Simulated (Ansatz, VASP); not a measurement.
LaTaO in VASP and in Ansatz

```
La Ta O
1.0
     4.14514    0.00000    0.00000
     0.00000    4.14514    0.00000
     0.00000    0.00000    6.28337
La Ta O
2 2 2
Cartesian
  0.0000 0.0000 0.0000
  2.0726 2.0726 0.0000
  2.0726 0.0000 1.7593
  0.0000 2.0726 4.5240
  2.0726 0.0000 4.5680
  0.0000 2.0726 1.7154
```

Change from the starting cell: species swapped into the MnAlGe type (P4/nmm, No. 129).

Alike in both runs: task single point; functional PBE; k mesh 4 × 4 × 4; occupations gaussian, width 0.1 eV; no spin polarisation.

```csv
,VASP,Ansatz
version,VASP 6.6.1,Ansatz 0.2.0
potentials or method,"VASP PAW PBE potentials, release 64 (La, Ta_pv, O), cutoff 520 eV","scalar-relativistic, plane waves, PAW"
valence electrons in the cell,56,60
```

VASP gave:

- gap on the k mesh at the Fermi level (eV): none
- pressure (GPa): 13.5
- traceless stress, the component that is largest in VASP (GPa): -1.18
- rms of the force components (eV/Å): 1.835

Problem. Estimate Ansatz's values.

Solution. gap on the k mesh at the Fermi level (eV): none; pressure (GPa): 13.3; traceless stress, the component that is largest in VASP (GPa): -1.33; rms of the force components (eV/Å): 1.809.

Atom by atom the forces differ by 0.028 eV/Å (rms over components). A gap of «none» marks a metal or a gap that the smearing closes. The functional is the same, so the differences come from potentials, cutoffs and numerics. VASP's potentials hold 56 valence electrons a cell and Ansatz's 60, so a difference there can come from the potentials and not from the codes.

The k mesh is coarse, so the values compare programs but aren't converged. Neither program's run includes spin-orbit coupling.
